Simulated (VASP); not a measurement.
**V: single point with PBE**

Crystal: V.

```
CELL_PARAMETERS angstrom
2.62625 0.00000 0.00000
-1.31312 2.27440 0.00000
0.00000 0.00000 20.87479
ATOMIC_POSITIONS crystal
V 0.00000 0.00000 0.99993
V 0.33333 0.66667 0.11086
V 0.66667 0.33333 0.22176
V 0.00000 0.00000 0.33295
V 0.33333 0.66667 0.44431
V 0.00000 0.00000 0.55584
V 0.33333 0.66667 0.66714
V 0.66667 0.33333 0.77818
V 0.33333 0.66667 0.88902
```

```json
{
 "Program": "VASP 6.6.1",
 "Task": "single point",
 "Functional": "PBE",
 "Potentials or basis": "VASP PAW PBE potentials, release 64 (V_sv)",
 "Cutoff": "520 eV",
 "k mesh": "18 × 18 × 3",
 "Occupations": "gaussian, width 0.1 eV",
 "Spin": "no spin polarisation"
}
```

* Pressure: 0.2 GPa
* Largest force: 0.005 eV/Å
* Band gap on the k mesh: zero (an odd number of electrons rules out a gap without spin polarisation)

Forces in eV/Å, atoms in the order of the input:
```
V    0.000  0.000 -0.001
V    0.000  0.000  0.002
V    0.000  0.000  0.001
V    0.000  0.000  0.000
V    0.000  0.000 -0.004
V    0.000  0.000  0.005
V    0.000  0.000 -0.003
V    0.000  0.000  0.000
V    0.000  0.000  0.000
```

Levels at points of the mesh, in eV from the Fermi level:
```tsv
k point	band 55	band 56	band 57	band 58	band 59	band 60	band 61	band 62	band 63	band 64
(0.00, 0.00, 0.00)	0.25	0.25	0.27	0.27	0.29	0.29	0.35	0.35	0.41	0.44
(0.50, 0.00, 0.00)	-0.13	0.19	0.33	0.52	0.54	0.57	0.64	1.02	1.02	1.08
```

It took 54 min on 1 thread of AMD EPYC 7R13 (shared host), peak memory 0.64 GiB.
